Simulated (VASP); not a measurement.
# TePb (Immm) in VASP: notebook

Aim: see how the results for TePb move with the level of theory and the settings. Levels: PBE, r2SCAN. Tasks: single point.

Everything below comes from runs of VASP 6.6.1. Logs are shortened: lines on timing, memory, paths and dates and some standing lists are left out, and cuts for length are marked.

### Step 1. The cell of the first run

Symmetry: Immm, No. 71, orthorhombic system. The conventional cell has a = 4.492 Å, b = 4.751 Å, c = 6.536 Å, α = 90.00°, β = 90.00°, γ = 90.00°. Within 4.3 Å of Pb (site symmetry mmm) lie 6 Te at 3.27 Å. Within 4.3 Å of Te (site symmetry mmm) lie 6 Pb at 3.27 Å.

### Step 2. Single point, PBE (shear xy strain -5.6%)

File INCAR:

```
ALGO     = Normal         # electronic algorithm
EDIFF    = 1E-7           # SCF threshold, eV
ENCUT    = 520            # plane-wave cutoff, eV
GGA      = PE             # functional
ISIF     = 2              # what is computed and relaxed
ISMEAR   = -1             # smearing method
LASPH    = T              # aspherical terms in the spheres
LCHARG   = F              # write CHGCAR
LREAL    = F              # projectors in reciprocal space
LWAVE    = F              # write WAVECAR
NBANDS   = 17             # bands
NELM     = 80             # most SCF steps
PREC     = Accurate       # precision mode
SIGMA    = 0.02           # smearing width, eV
```

File KPOINTS:

```
k-points
0
Gamma
  8 8 8
```

File POSCAR:

```
TePb
1.0
   -0.0913360397      3.2678368411      3.2678368411
    3.2678368411     -0.0913360397      3.2678368411
    3.1765008014      3.1765008014      0.0000000000
Pb Te
1 1
Direct
    0.0000000000      0.0000000000      0.0000000000
    0.5000000000      0.5000000000      0.5000000000
```

Potentials or basis: VASP PAW PBE potentials, release 64 (Pb_d, Te).

The run is started by

```bash
$ cat potpaw_PBE.64/Pb_d/POTCAR potpaw_PBE.64/Te/POTCAR > POTCAR
$ mpirun -np 1 vasp_std > vasp.out
```

OUTCAR:

```text
EDIFF = 1E-7
   ENCUT = 520
   GGA = PE
   ISIF = 2
   ISMEAR = -1
   LASPH = T
   LREAL = F
   NELM = 80
   PREC = Accurate

 ion  position               nearest neighbor table
   1  0.000  0.000  0.000-   2 3.27   2 3.27   2 3.27   2 3.27   2 3.27   2 3.27
   2  0.500  0.500  0.500-   1 3.27   1 3.27   1 3.27   1 3.27   1 3.27   1 3.27

  LATTYP: Found a body centered orthorhombic cell.
 ALAT       =     4.4922505142
 B/A-ratio  =     1.0575073299
 C/A-ratio  =     1.4548773853

  Lattice vectors:

 A1 = (   0.0913360397,  -3.2678368411,  -3.2678368411)
 A2 = (  -0.0913360397,   3.2678368411,  -3.2678368411)
 A3 = (   3.2678368411,  -0.0913360397,   3.2678368411)

Analysis of symmetry for initial positions (statically):
=====================================================================
 Subroutine PRICEL returns:
 Original cell was already a primitive cell.

 Routine SETGRP: Setting up the symmetry group for a
 body centered orthorhombic supercell.

 Subroutine GETGRP returns: Found  8 space group operations
 (whereof  8 operations were pure point group operations)
 out of a pool of  8 trial point group operations.

The static configuration has the point symmetry D_2h.

Analysis of symmetry for dynamics (positions and initial velocities):
=====================================================================
 Subroutine PRICEL returns:
 Original cell was already a primitive cell.

 Routine SETGRP: Setting up the symmetry group for a
 body centered orthorhombic supercell.

 Subroutine GETGRP returns: Found  8 space group operations
 (whereof  8 operations were pure point group operations)
 out of a pool of  8 trial point group operations.

The dynamic configuration has the point symmetry D_2h.

 Subroutine INISYM returns: Found  8 space group operations
 (whereof  8 operations are pure point group operations),
 and found     1 'primitive' translations

----------------------------------------------------------------------------------------

                                     Primitive cell

  volume of cell :      69.7384

  direct lattice vectors                    reciprocal lattice vectors
    -0.091336040  3.267836841  3.267836841    -0.148846165  0.148846165  0.153006415
     3.267836841 -0.091336040  3.267836841     0.148846165 -0.148846165  0.153006415
     3.176500801  3.176500801  0.000000000     0.157405910  0.157405910 -0.153006415

  length of vectors
     4.622321658  4.622321658  4.492250514     0.260233212  0.260233212  0.270118870

  position of ions in fractional coordinates (direct lattice)
     0.000000000  0.000000000  0.000000000
     0.500000000  0.500000000  0.500000000

  ion indices of the primitive-cell ions
   primitive index   ion index
                 1           1
                 2           2

----------------------------------------------------------------------------------------

 KPOINTS: k-points

Automatic generation of k-mesh.
 Grid dimensions read from file:
 generate k-points for:    8    8    8

 Generating k-lattice:

  Cartesian coordinates                     Fractional coordinates (reciprocal lattice)
    -0.018605771  0.018605771  0.019125802     0.125000000  0.000000000  0.000000000
     0.018605771 -0.018605771  0.019125802     0.000000000  0.125000000  0.000000000
     0.019675739  0.019675739 -0.019125802    -0.000000000 -0.000000000  0.125000000

  Length of vectors
     0.032529151  0.032529151  0.033764859

  Shift w.r.t. Gamma in fractional coordinates (k-lattice)
     0.000000000  0.000000000  0.000000000

 Subroutine IBZKPT returns following result:
 ===========================================

 Found     95 irreducible k-points:

 Following reciprocal coordinates:
            Coordinates               Weight
  0.000000  0.000000  0.000000      1.000000
  0.125000  0.000000  0.000000      4.000000
  0.250000  0.000000  0.000000      4.000000
  0.375000  0.000000  0.000000      4.000000
  0.500000  0.000000  0.000000      2.000000
  0.125000  0.125000  0.000000      2.000000
[... 16 lines left out ...]
  0.125000 -0.000000  0.125000      4.000000
  0.250000  0.000000  0.125000      8.000000
 [... further k-points ...]
   k-points           NKPTS =     95   k-points in BZ     NKDIM =     95   number of bands    NBANDS=     17
   number of dos      NEDOS =    301   number of ions     NIONS =      2
   total plane-waves  NPLWV =  46656
   dimension x,y,z NGX =    36 NGY =   36 NGZ =   36
   dimension x,y,z NGXF=    72 NGYF=   72 NGZF=   72
   ions per type =               1   1
   NGX,Y,Z   is equivalent  to a cutoff of  12.95, 12.95, 13.32 a.u.
   NGXF,Y,Z  is equivalent  to a cutoff of  25.90, 25.90, 26.65 a.u.
 SYSTEM =  unknown system
   PREC   = accura    normal or accurate (medium, high low for compatibility)
   ISTART =      0    job   : 0-new  1-cont  2-samecut
   ICHARG =      2    charge: 1-file 2-atom 10-const
   ISPIN  =      1    spin polarized calculation?
   LNONCOLLINEAR =      F non collinear calculations
   LSORBIT =      F    spin-orbit coupling
   LASPH  =      T    aspherical Exc in radial PAW
   ENCUT  =  520.0 eV  38.22 Ry    6.18 a.u.   8.59  8.59  8.35*2*pi/ulx,y,z
   NELM   =     80;   NELMIN=  2; NELMDL= -5     # of ELM steps
   EDIFF  = 0.1E-06   stopping-criterion for ELM
   LREAL  =      F    real-space projection
   EDIFFG = 0.1E-05   stopping-criterion for IOM
   NSW    =      0    number of steps for IOM
   IBRION =     -1    ionic relax: 0-MD 1-quasi-New 2-CG
   NFREE  =      0    steps in history (QN), initial steepest desc. (CG)
   ISIF   =      2    stress and relaxation
   ISYM   =      2    0-nonsym 1-usesym 2-fastsym
   POTIM  = 0.5000    time-step for ionic-motion
   TEBEG  =    0.0;   TEEND  =   0.0 temperature during run
   PSTRESS=    0.0 pullay stress
   NELECT =      20.0000    total number of electrons
   NUPDOWN=      -1.0000    fix difference up-down
   EMIN   =  10.00;   EMAX   =-10.00  energy-range for DOS
   EFERMI =   0.00;   METHOD = LEGACY
   ISMEAR =    -1;   SIGMA  =   0.02  broadening in eV -4-tet -1-fermi 0-gaus
   EFERMI_NEDOS =   21; number of points for ismear=-14 and -15
   IALGO  =     38    algorithm
   IMIX   =      4    mixing-type and parameters
     AMIX     =   0.40;   BMIX     =  1.00
     AMIX_MAG =   1.60;   BMIX_MAG =  1.00
  volume/ion in A,a.u.               =      34.87       235.31
  Fermi-wavevector in a.u.,A,eV,Ry     =   1.079595  2.040139 15.857940  1.165526
  Thomas-Fermi vector in A             =   2.215564
   LORBIT       =      0    0 simple, 1 ext, 2 COOP (PROOUT), +10 PAW based schemes
   GGA     = PE    functional components
   LHFCALC =     F    Hartree Fock is set to
   AEXX    =    0.0000 exact exchange contribution
   IVDW    =     0    specifies the selected vdW correction
   LEPSILON=     F    determine dielectric tensor
   LRPA    =     F    only Hartree local field effects (RPA)
 non-spin polarized calculation
  energy-cutoff  :      520.00
  volume of cell :       69.74
 maximum number of plane-waves:      1900
 NGX is ok and might be reduce to    36
   NGX = 17   NGY = 17   NGZ = 17

 number of electron      19.9999999 magnetization

 Free energy of the ion-electron system (eV)
  ---------------------------------------------------
  ext. energy  EPLUGINS =         0.00000000
  ---------------------------------------------------
  free energy    TOTEN  =        -7.51108003 eV

  energy without entropy =       -7.51108002  energy(sigma->0) =       -7.51108002

 E-fermi :   5.5732     XC(G=0):  -9.1526

 val. band max:        5.3147900236   @ k =   0.5000   0.0000   0.0000
 cond. band min:       5.8315078979   @ k =   0.0000   0.0000   0.5000
 fundamental gap:      0.5167178743
 Fermi energy:         5.5731538285

 k-point     1 :       0.0000    0.0000    0.0000
  band No.  band energies     occupation
      1     -11.4785      2.00000
      2     -11.4731      2.00000
      3     -11.4686      2.00000
      4     -11.4640      2.00000
      5     -11.4626      2.00000
      6      -6.5411      2.00000
[... 9 lines left out ...]
     16      11.4111      0.00000
     17      12.6827      0.00000

 k-point     2 :       0.1250    0.0000    0.0000
  band No.  band energies     occupation
      1     -11.4801      2.00000
      2     -11.4744      2.00000
      3     -11.4668      2.00000
      4     -11.4634      2.00000
      5     -11.4612      2.00000
      6      -6.4172      2.00000
[... 9 lines left out ...]
     16      11.6873      0.00000
     17      13.5757      0.00000

 k-point     3 :       0.2500    0.0000    0.0000
  band No.  band energies     occupation
      1     -11.4843      2.00000
      2     -11.4782      2.00000
      3     -11.4628      2.00000
      4     -11.4617      2.00000
      5     -11.4566      2.00000
      6      -6.0614      2.00000
[... 9 lines left out ...]
     16      12.4469      0.00000
     17      15.2337      0.00000

 k-point     4 :       0.3750    0.0000    0.0000
  band No.  band energies     occupation
      1     -11.4888      2.00000
      2     -11.4821      2.00000
      3     -11.4621      2.00000
      4     -11.4564      2.00000
      5     -11.4519      2.00000
      6      -5.5532      2.00000
[... 9 lines left out ...]
     16      13.6077      0.00000
     17      15.4824      0.00000
[... 343 lines left out ...]
      1     -11.4772      2.00000
      2     -11.4751      2.00000
      3     -11.4681      2.00000
      4     -11.4631      2.00000
      5     -11.4620      2.00000
      6      -6.4094      2.00000
[... 9 lines left out ...]
     16      11.5083      0.00000
     17      13.6351      0.00000

 k-point    23 :       0.1250   -0.0000    0.1250
  band No.  band energies     occupation
      1     -11.4796      2.00000
      2     -11.4744      2.00000
      3     -11.4689      2.00000
      4     -11.4620      2.00000
      5     -11.4608      2.00000
      6      -6.3709      2.00000
[... 9 lines left out ...]
     16      11.8801      0.00000
     17      13.0310      0.00000

 k-point    24 :       0.2500    0.0000    0.1250
  band No.  band energies     occupation
      1     -11.4852      2.00000
      2     -11.4761      2.00000
      3     -11.4674      2.00000
      4     -11.4596      2.00000
      5     -11.4564      2.00000
      6      -6.0961      2.00000
[... 9 lines left out ...]
     16      12.7440      0.00000
     17      13.9660      0.00000

 [... further k-points ...]

------------------------ aborting loop because EDIFF is reached ----------------------------------------

  FORCE on cell =-STRESS in cart. coord.  units (eV):
  Direction    XX          YY          ZZ          XY          YZ          ZX
  --------------------------------------------------------------------------------------
  -------------------------------------------------------------------------------------
  Total        0.2651001      0.2651001      0.2405828      0.3453129      0.0000000      0.0000000
  in kB        6.0904408      6.0904408      5.5271778      7.9332607      0.0000000      0.0000000
  external PRESSURE =       5.9026865 kB  Pullay stress =       0.0000000 kB

 VOLUME and BASIS-vectors are now :
 -----------------------------------------------------------------------------
  energy-cutoff  :      520.00
  volume of cell :       69.74
      direct lattice vectors                 reciprocal lattice vectors
    -0.091336040  3.267836841  3.267836841    -0.148846165  0.148846165  0.153006415
     3.267836841 -0.091336040  3.267836841     0.148846165 -0.148846165  0.153006415
     3.176500801  3.176500801  0.000000000     0.157405910  0.157405910 -0.153006415

 POSITION                                       TOTAL-FORCE (eV/Angst)
 -----------------------------------------------------------------------------------
      0.00000      0.00000      0.00000         0.000000      0.000000      0.000000
      3.17650      3.17650      3.26784         0.000000     -0.000000     -0.000000
 -----------------------------------------------------------------------------------
    total drift:                               -0.000000      0.000000      0.000000

  FREE ENERGIE OF THE ION-ELECTRON SYSTEM (eV)
  ---------------------------------------------------
  free  energy   TOTEN  =        -7.5110800259 eV

  energy  without entropy=       -7.5110800152  energy(sigma->0) =       -7.51108002
```

Wall time 4 min (1 thread of AMD EPYC 7R13, shared host); peak memory 0.25 GiB.

Results:

* Free energy: -7.5111 eV
* Pressure: 0.6 GPa
* Band gap on the k mesh: 0.52 eV (least direct gap 0.74 eV)

Stress tensor (GPa, compression positive):
```
0.61 0.79 0.00
0.79 0.61 0.00
0.00 0.00 0.55
```

Levels at points of the mesh, in eV from the valence-band top:
```
           k point  band 8  band 9  band 10  band 11  band 12  band 13
(0.00, 0.00, 0.00)   -1.55   -1.34    -1.09     3.87     3.92     4.02
(0.50, 0.00, 0.00)   -0.89   -0.74     0.00     0.77     1.32     1.45
(0.50, 0.50, 0.00)   -4.35   -2.97    -2.45     3.35     5.16     5.35
(0.00, 0.00, 0.50)   -1.03   -0.93    -0.23     0.52     1.06     1.23
(0.50, 0.00, 0.50)   -4.35   -2.72    -2.72     3.32     5.14     5.24
```

Caveat: the cell differs from its parent crystal (shear xy strain -5.6%); the structure was generated, so it needn't be the stable form of TePb; spin-orbit coupling is left out, which moves the levels of the heavy elements. A k mesh can miss the band edges.

### Step 3. Single point, r2SCAN (shear xy strain -5.6%)

POSCAR is that of step 2.

File INCAR.step1:

```
ALGO = Normal ; EDIFF = 1E-4
ENCUT = 520 ; GGA = PE
ISMEAR = 0 ; LASPH = True
LCHARG = False ; LREAL = False
LWAVE = True ; NBANDS = 17
NELM = 100 ; PREC = Accurate
SIGMA = 0.01
```

File INCAR.step2:

```
ALGO = Normal ; EDIFF = 1E-6
ENCUT = 520 ; ISIF = 2
ISMEAR = 0 ; ISTART = 1
LASPH = True ; LCHARG = False
LMIXTAU = True ; LREAL = False
LWAVE = False ; METAGGA = R2SCAN
NBANDS = 17 ; NELM = 100
PREC = Accurate ; SIGMA = 0.01
```

KPOINTS is that of step 2.

Potentials or basis: VASP PAW PBE potentials, release 64 (Pb_d, Te).

The run is started by

```bash
$ cat potpaw_PBE.64/Pb_d/POTCAR potpaw_PBE.64/Te/POTCAR > POTCAR
$ cp INCAR.step1 INCAR
$ mpirun -np 1 vasp_std > vasp.out
$ cp INCAR.step2 INCAR
$ mpirun -np 1 vasp_std > vasp.out
```

Wall time 16 min (1 thread of AMD EPYC 7R13, shared host); peak memory 0.27 GiB.

Results (log left out):

```
Free energy            : -82.6956 eV
Pressure               : 0.0 GPa
Band gap on the k mesh : 0.77 eV (least direct gap 1.01 eV)
```

Stress tensor (GPa, compression positive):
```
 0.00  0.86  0.00
 0.86  0.00  0.00
 0.00  0.00 -0.06
```

Levels at points of the mesh, in eV from the valence-band top:
| k point | band 8 | band 9 | band 10 | band 11 | band 12 | band 13 |
| --- | --- | --- | --- | --- | --- | --- |
| (0.00, 0.00, 0.00) | -1.71 | -1.49 | -1.23 | 4.12 | 4.18 | 4.31 |
| (0.50, 0.00, 0.00) | -1.02 | -0.86 | 0.00 | 1.05 | 1.49 | 1.59 |
| (0.50, 0.50, 0.00) | -4.54 | -3.14 | -2.60 | 3.65 | 5.49 | 5.71 |
| (0.00, 0.00, 0.50) | -1.16 | -1.06 | -0.24 | 0.77 | 1.21 | 1.38 |
| (0.50, 0.00, 0.50) | -4.53 | -2.88 | -2.88 | 3.62 | 5.47 | 5.59 |

Caveat: the cell differs from its parent crystal (shear xy strain -5.6%); the structure was generated, so it needn't be the stable form of TePb; the PAW data sets were made with another functional, which shifts forces and pressure a little; spin-orbit coupling is left out, which moves the levels of the heavy elements. A k mesh can miss the band edges.
